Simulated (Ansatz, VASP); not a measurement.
One calculation of SiC, two programs

```xyz
2
Lattice="0.0000 2.1527 2.1527 2.1527 0.0000 2.1527 2.1527 2.1527 0.0000" Properties=species:S:1:pos:R:3 pbc="T T T"
Si    0.0000    0.0000    0.0000
C     1.0763    1.0763    1.0763
```

Alike in both runs: task single point; functional HSE06; k mesh 6 × 6 × 6; occupations gaussian, width 0.02 eV; no spin polarisation.

```csv
,VASP,Ansatz
version,VASP 6.6.1,Ansatz 0.2.0
potentials or method,"VASP PAW PBE potentials, release 64 (Si, C), cutoff 520 eV","scalar-relativistic, plane waves, PAW"
valence electrons in the cell,8,8
```

```csv
,VASP,Ansatz,Ansatz less VASP
gap on the k mesh at the Fermi level (eV),2.21,2.21,-0.004
least direct gap on the mesh (eV),5.78,5.77,-0.009
pressure (GPa),7.1,7.5,+0.44
```

Ansatz's warnings: stress exchange threshold loose, stress scf threshold loose.

The k mesh is coarse, so the values compare programs but aren't converged.
